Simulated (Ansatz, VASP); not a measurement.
## Two plane-wave programs on Ni

```
CELL_PARAMETERS angstrom
2.76743 0.00000 0.00000
0.00000 2.76743 0.00000
0.00000 0.00000 2.76743
ATOMIC_POSITIONS crystal
Ni 0.00000 0.00000 0.00000
Ni 0.50000 0.50000 0.50000
```

Alike in both runs: task single point; functional LDA; k mesh 11 × 11 × 11; occupations fermi-dirac, width 0.05 eV; collinear spin.

```csv
,VASP,Ansatz
version,VASP 6.6.1,Ansatz 0.2.0
potentials or method,"VASP PAW LDA potentials, release 64 (Ni_sv_GW)","PAW with Ansatz's default frozen-core files, scalar-relativistic"
plane-wave cutoff (eV),590,420
valence electrons in the cell,36,36
```

```tsv
	VASP	Ansatz	Ansatz less VASP
pressure (GPa)	-14.2	-10.5	+3.70
net moment per atom (μB)	0.47	0.52	+0.051
size of the moment on the site where the two differ most (μB)	0.48	0.53	+0.055
```

LDA's correlation is that of Perdew and Zunger in VASP and of Perdew and Wang (1992) in Ansatz. Site moments also hang on the region over which each program counts them.
